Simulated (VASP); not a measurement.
# AlN (P1) in VASP: single point with PBE

Aim: the single point of AlN with PBE.

Everything below comes from runs of VASP 6.6.1. Logs are shortened: lines on timing, memory, paths and dates and some standing lists are left out, and cuts for length are marked.

## (1) The cell of the first run

The typed cell holds 4 atoms: a = 3.113 Å, b = 3.113 Å, c = 5.393 Å, α = 73.22°, β = 73.22°, γ = 60.00°.

## (2) Single point, PBE (mode 4 frozen in at -0.102 Å and mode 10 at -0.045 Å (largest displacements))

INCAR

```
  PREC = Accurate
  ENCUT = 520
  EDIFF = 1E-6
  ISMEAR = 0
  SIGMA = 0.05
  LREAL = False
  LASPH = True
  NELM = 80
  ALGO = Normal
  ISIF = 2
  LWAVE = False
  LCHARG = False
  GGA = PE
  NBANDS = 16
```

KPOINTS

```
regular mesh
0
Gamma
  6 6 6
```

POSCAR

```
AlN
1.0
    0.0000000000     -2.2015682416     -2.2015682416
   -2.2015682416      0.0000000000     -2.2015682416
    2.2015682416      2.2015682416     -4.4031364832
Al N
2 2
Direct
   -0.0107768449      0.0335699681     -0.0026527651
    0.5054713147      0.4611245018      0.4973472349
    0.3728304087      0.4125673888      0.8801099938
    0.8873895789      0.8476525987      0.3801099938
```

Potentials or basis: VASP PAW PBE potentials, release 64 (Al, N).

Launch:

```bash
$ cat potpaw_PBE.64/Al/POTCAR potpaw_PBE.64/N/POTCAR > POTCAR
$ mpirun -np 1 vasp_std > vasp.out
```

OUTCAR:

```text
PREC = Accurate
   ENCUT = 520
   EDIFF = 1E-6
   ISMEAR = 0
   LREAL = False
   LASPH = True
   NELM = 80
   ISIF = 2
   GGA = PE

 ion  position               nearest neighbor table
   1  0.989  0.034  0.997-   3 1.87   3 1.88   3 1.94   4 1.95   2 3.01   2 3.03   2 3.09   2 3.15
                             2 3.21   2 3.23
   2  0.505  0.461  0.497-   4 1.86   4 1.87   4 1.95   3 1.96   1 3.01   1 3.03   1 3.09   1 3.15
                             1 3.21   1 3.23
   3  0.373  0.413  0.880-   1 1.87   1 1.88   1 1.94   2 1.96
   4  0.887  0.848  0.380-   2 1.86   2 1.87   1 1.95   2 1.95

  LATTYP: Found a trigonal (rhomboedric) cell.
 ALAT       =     5.3927188258
 COS(alpha) =     0.8333333333

  Lattice vectors:

 A1 = (   2.2015682416,   4.4031364832,  -2.2015682416)
 A2 = (   4.4031364832,   2.2015682416,  -2.2015682416)
 A3 = (   2.2015682416,   2.2015682416,  -4.4031364832)

Analysis of symmetry for initial positions (statically):
=====================================================================
 Subroutine PRICEL returns:
 Original cell was already a primitive cell.

 Routine SETGRP: Setting up the symmetry group for a
 trigonal (rhombohedral) supercell.

 Subroutine GETGRP returns: Found  1 space group operations
 (whereof  1 operations were pure point group operations)
 out of a pool of 12 trial point group operations.

The static configuration has the point symmetry C_1 .

Analysis of symmetry for dynamics (positions and initial velocities):
=====================================================================
 Subroutine PRICEL returns:
 Original cell was already a primitive cell.

 Routine SETGRP: Setting up the symmetry group for a
 trigonal (rhombohedral) supercell.

 Subroutine GETGRP returns: Found  1 space group operations
 (whereof  1 operations were pure point group operations)
 out of a pool of 12 trial point group operations.

The dynamic configuration has the point symmetry C_1 .

 Subroutine INISYM returns: Found  1 space group operations
 (whereof  1 operations are pure point group operations),
 and found     1 'primitive' translations

----------------------------------------------------------------------------------------

                                     Primitive cell

  volume of cell :      42.6831

  direct lattice vectors                    reciprocal lattice vectors
     0.000000000 -2.201568242 -2.201568242     0.113555417 -0.340666251 -0.113555417
    -2.201568242  0.000000000 -2.201568242    -0.340666251  0.113555417 -0.113555417
     2.201568242  2.201568242 -4.403136483     0.113555417  0.113555417 -0.113555417

  length of vectors
     3.113487666  3.113487666  5.392718826     0.376620712  0.376620712  0.196683752

  position of ions in fractional coordinates (direct lattice)
     0.989223155  0.033569968  0.997347235
     0.505471315  0.461124502  0.497347235
     0.372830409  0.412567389  0.880109994
     0.887389579  0.847652599  0.380109994

  ion indices of the primitive-cell ions
   primitive index   ion index
                 1           1
                 2           2
                 3           3
                 4           4

----------------------------------------------------------------------------------------

 KPOINTS: regular mesh

Automatic generation of k-mesh.
 Grid dimensions read from file:
 generate k-points for:    6    6    6

 Generating k-lattice:

  Cartesian coordinates                     Fractional coordinates (reciprocal lattice)
     0.018925903 -0.056777709 -0.018925903     0.166666667  0.000000000  0.000000000
    -0.056777709  0.018925903 -0.018925903     0.000000000  0.166666667  0.000000000
     0.018925903  0.018925903 -0.018925903     0.000000000  0.000000000  0.166666667

  Length of vectors
     0.062770119  0.062770119  0.032780625

  Shift w.r.t. Gamma in fractional coordinates (k-lattice)
     0.000000000  0.000000000  0.000000000

 Subroutine IBZKPT returns following result:
 ===========================================

 Found    112 irreducible k-points:

 Following reciprocal coordinates:
            Coordinates               Weight
  0.000000  0.000000  0.000000      1.000000
  0.166667  0.000000 -0.000000      2.000000
  0.000000  0.166667 -0.000000      2.000000
 -0.166667 -0.166667 -0.166667      2.000000
  0.333333  0.000000  0.000000      2.000000
  0.000000  0.333333  0.000000      2.000000
[... 16 lines left out ...]
 -0.166667  0.500000 -0.000000      2.000000
 -0.333333  0.500000  0.500000      2.000000
 [... further k-points ...]
   k-points           NKPTS =    112   k-points in BZ     NKDIM =    112   number of bands    NBANDS=     16
   number of dos      NEDOS =    301   number of ions     NIONS =      4
   total plane-waves  NPLWV =  23040
   dimension x,y,z NGX =    24 NGY =   24 NGZ =   40
   dimension x,y,z NGXF=    48 NGYF=   48 NGZF=   80
   ions per type =               2   2
   NGX,Y,Z   is equivalent  to a cutoff of  12.81, 12.81, 12.33 a.u.
   NGXF,Y,Z  is equivalent  to a cutoff of  25.63, 25.63, 24.66 a.u.
 SYSTEM =  unknown system
   PREC   = accura    normal or accurate (medium, high low for compatibility)
   ISTART =      0    job   : 0-new  1-cont  2-samecut
   ICHARG =      2    charge: 1-file 2-atom 10-const
   ISPIN  =      1    spin polarized calculation?
   LNONCOLLINEAR =      F non collinear calculations
   LSORBIT =      F    spin-orbit coupling
   LASPH  =      T    aspherical Exc in radial PAW
   ENCUT  =  520.0 eV  38.22 Ry    6.18 a.u.   5.79  5.79 10.03*2*pi/ulx,y,z
   NELM   =     80;   NELMIN=  2; NELMDL= -5     # of ELM steps
   EDIFF  = 0.1E-05   stopping-criterion for ELM
   LREAL  =      F    real-space projection
   EDIFFG = 0.1E-04   stopping-criterion for IOM
   NSW    =      0    number of steps for IOM
   IBRION =     -1    ionic relax: 0-MD 1-quasi-New 2-CG
   NFREE  =      0    steps in history (QN), initial steepest desc. (CG)
   ISIF   =      2    stress and relaxation
   ISYM   =      2    0-nonsym 1-usesym 2-fastsym
   POTIM  = 0.5000    time-step for ionic-motion
   TEBEG  =    0.0;   TEEND  =   0.0 temperature during run
   PSTRESS=    0.0 pullay stress
   NELECT =      16.0000    total number of electrons
   NUPDOWN=      -1.0000    fix difference up-down
   EMIN   =  10.00;   EMAX   =-10.00  energy-range for DOS
   EFERMI =   0.00;   METHOD = LEGACY
   ISMEAR =     0;   SIGMA  =   0.05  broadening in eV -4-tet -1-fermi 0-gaus
   EFERMI_NEDOS =   21; number of points for ismear=-14 and -15
   IALGO  =     38    algorithm
   IMIX   =      4    mixing-type and parameters
     AMIX     =   0.40;   BMIX     =  1.00
     AMIX_MAG =   1.60;   BMIX_MAG =  1.00
  volume/ion in A,a.u.               =      10.67        72.01
  Fermi-wavevector in a.u.,A,eV,Ry     =   1.180400  2.230633 18.957611  1.393345
  Thomas-Fermi vector in A             =   2.316693
   LORBIT       =      0    0 simple, 1 ext, 2 COOP (PROOUT), +10 PAW based schemes
   GGA     = PE    functional components
   LHFCALC =     F    Hartree Fock is set to
   AEXX    =    0.0000 exact exchange contribution
   IVDW    =     0    specifies the selected vdW correction
   LEPSILON=     F    determine dielectric tensor
   LRPA    =     F    only Hartree local field effects (RPA)
 non-spin polarized calculation
 Gauss-broadening in eV      SIGMA  =   0.05
  energy-cutoff  :      520.00
  volume of cell :       42.68
 maximum number of plane-waves:      1168
   NGX = 11   NGY = 11   NGZ = 21

 number of electron      15.9999999 magnetization

 Free energy of the ion-electron system (eV)
  ---------------------------------------------------
  ext. energy  EPLUGINS =         0.00000000
  ---------------------------------------------------
  free energy    TOTEN  =       -29.54937812 eV

  energy without entropy =      -29.54937812  energy(sigma->0) =      -29.54937812

 E-fermi :   6.2325     XC(G=0): -10.8337

 val. band max:        5.9675373786   @ k =   0.0000   0.0000   0.0000
 cond. band min:       9.0574034694   @ k =   0.5000   0.0000   0.5000
 fundamental gap:      3.0898660908
 Fermi energy:         6.2324671785

 k-point     1 :       0.0000    0.0000    0.0000
  band No.  band energies     occupation
      1      -9.0910      2.00000
      2      -7.1184      2.00000
      3       0.0596      2.00000
      4       5.1067      2.00000
      5       5.3265      2.00000
      6       5.5660      2.00000
[... 8 lines left out ...]
     15      18.0922      0.00000
     16      18.2587      0.00000

 k-point     2 :       0.1667    0.0000   -0.0000
  band No.  band energies     occupation
      1      -8.7334      2.00000
      2      -6.9418      2.00000
      3       0.5178      2.00000
      4       3.9041      2.00000
      5       4.1369      2.00000
      6       5.0379      2.00000
[... 8 lines left out ...]
     15      18.3825      0.00000
     16      18.8794      0.00000

 k-point     3 :       0.0000    0.1667   -0.0000
  band No.  band energies     occupation
      1      -8.7335      2.00000
      2      -6.9403      2.00000
      3       0.5154      2.00000
      4       3.8641      2.00000
      5       4.1557      2.00000
      6       5.0555      2.00000
[... 8 lines left out ...]
     15      18.3220      0.00000
     16      18.5745      0.00000

 k-point     4 :      -0.1667   -0.1667   -0.1667
  band No.  band energies     occupation
      1      -8.7349      2.00000
      2      -6.9429      2.00000
      3       0.5183      2.00000
      4       4.0077      2.00000
      5       4.2840      2.00000
      6       4.8801      2.00000
[... 8 lines left out ...]
     15      18.2780      0.00000
     16      18.6993      0.00000

 k-point     5 :       0.3333    0.0000    0.0000
  band No.  band energies     occupation
      1      -7.8027      2.00000
      2      -6.6285      2.00000
      3       1.5220      2.00000
      4       2.0372      2.00000
      5       2.1524      2.00000
      6       4.6012      2.00000
[... 8 lines left out ...]
     15      19.0687      0.00000
     16      19.2288      0.00000

 k-point     6 :       0.0000    0.3333    0.0000
  band No.  band energies     occupation
      1      -7.8054      2.00000
      2      -6.6200      2.00000
      3       1.4733      2.00000
      4       1.9359      2.00000
      5       2.2689      2.00000
      6       4.6652      2.00000
[... 8 lines left out ...]
     15      18.8023      0.00000
     16      19.0377      0.00000
[... 267 lines left out ...]
 k-point    21 :      -0.3333    0.1667    0.1667
  band No.  band energies     occupation
      1      -7.0641      2.00000
      2      -6.6261      2.00000
      3       1.1253      2.00000
      4       1.4157      2.00000
      5       2.9880      2.00000
      6       3.4557      2.00000
[... 8 lines left out ...]
     15      18.5286      0.00000
     16      19.3176      0.00000

 k-point    22 :      -0.1667    0.3333   -0.1667
  band No.  band energies     occupation
      1      -7.0807      2.00000
      2      -6.6028      2.00000
      3       1.0454      2.00000
      4       1.4555      2.00000
      5       2.9653      2.00000
      6       3.5051      2.00000
[... 8 lines left out ...]
     15      18.7122      0.00000
     16      19.0962      0.00000

 k-point    23 :      -0.1667    0.5000   -0.0000
  band No.  band energies     occupation
      1      -7.0852      2.00000
      2      -6.6026      2.00000
      3       1.0606      2.00000
      4       1.5217      2.00000
      5       2.8685      2.00000
      6       3.4911      2.00000
[... 8 lines left out ...]
     15      18.4562      0.00000
     16      19.2689      0.00000

 k-point    24 :      -0.3333    0.5000    0.5000
  band No.  band energies     occupation
      1      -7.0798      2.00000
      2      -6.6215      2.00000
      3       1.1878      2.00000
      4       1.5293      2.00000
      5       2.8718      2.00000
      6       3.4610      2.00000
[... 8 lines left out ...]
     15      18.3882      0.00000
     16      19.3378      0.00000

 [... further k-points ...]

------------------------ aborting loop because EDIFF is reached ----------------------------------------

  FORCE on cell =-STRESS in cart. coord.  units (eV):
  Direction    XX          YY          ZZ          XY          YZ          ZX
  --------------------------------------------------------------------------------------
  -------------------------------------------------------------------------------------
  Total       -0.1199251      0.3121684     -0.1513965     -1.0590052     -0.0512063     -0.0544996
  in kB       -4.5015720     11.7177179     -5.6829012    -39.7513819     -1.9221065     -2.0457274
  external PRESSURE =       0.5110816 kB  Pullay stress =       0.0000000 kB

 VOLUME and BASIS-vectors are now :
 -----------------------------------------------------------------------------
  energy-cutoff  :      520.00
  volume of cell :       42.68
      direct lattice vectors                 reciprocal lattice vectors
     0.000000000 -2.201568242 -2.201568242     0.113555417 -0.340666251 -0.113555417
    -2.201568242  0.000000000 -2.201568242    -0.340666251  0.113555417 -0.113555417
     2.201568242  2.201568242 -4.403136483     0.113555417  0.113555417 -0.113555417

 POSITION                                       TOTAL-FORCE (eV/Angst)
 -----------------------------------------------------------------------------------
      2.12182      0.01789     -6.64320         0.445497     -0.102096     -0.633508
      0.07975     -0.01789     -4.31791        -0.401307      0.153112     -1.279934
      1.02933      1.11681     -5.60435         0.161248     -0.056940      1.137433
     -1.02933     -1.11681     -5.49349        -0.205438      0.005924      0.776008
 -----------------------------------------------------------------------------------
    total drift:                                0.000088      0.000014      0.000523

  FREE ENERGIE OF THE ION-ELECTRON SYSTEM (eV)
  ---------------------------------------------------
  free  energy   TOTEN  =       -29.5493781152 eV

  energy  without entropy=      -29.5493781152  energy(sigma->0) =      -29.54937812
```

Wall time 65 s (1 thread of Intel Xeon Platinum 8259CL at 2.50GHz (Skylake/Cascade Lake), shared host); peak memory 0.19 GiB.

Results:

```yaml
Free_energy: -29.5494 eV
Pressure: 0.1 GPa
Largest_force: 1.350 eV/Å
Band_gap_on_the_k_mesh: 3.09 eV, indirect (least direct gap 3.59 eV)
```

Forces in eV/Å, atoms in the order of the input:
```
Al   0.445 -0.102 -0.634
Al  -0.401  0.153 -1.280
N    0.161 -0.057  1.137
N   -0.205  0.006  0.776
```

Levels at points of the mesh, in eV from the valence-band top:
| k point | band 6 | band 7 | band 8 | band 9 | band 10 | band 11 |
| --- | --- | --- | --- | --- | --- | --- |
| (0.00, 0.00, 0.00) | -0.40 | -0.20 | 0.00 | 3.71 | 6.93 | 9.41 |
| (0.50, 0.00, 0.00) | -2.37 | -1.37 | -1.34 | 5.51 | 5.59 | 9.29 |
| (0.00, 0.50, 0.00) | -2.15 | -1.41 | -1.34 | 5.47 | 5.59 | 9.10 |
| (0.50, 0.50, 0.50) | -2.24 | -1.54 | -1.50 | 5.52 | 5.63 | 9.18 |
| (0.50, 0.50, 0.00) | -1.84 | -0.87 | -0.61 | 3.11 | 6.91 | 8.20 |
| (0.00, 0.50, 0.50) | -1.94 | -0.74 | -0.54 | 3.11 | 6.88 | 8.11 |
| (0.50, 0.00, 0.50) | -1.93 | -0.75 | -0.50 | 3.09 | 6.80 | 8.24 |
| (0.00, 0.00, 0.50) | -0.60 | -0.45 | -0.31 | 6.01 | 6.03 | 10.42 |

Caveat: the cell differs from its parent crystal (mode 4 frozen in at -0.102 Å and mode 10 at -0.045 Å (largest displacements)); forces of over 1 eV/Å act on the atoms, so gaps and moduli don't describe the material at rest.
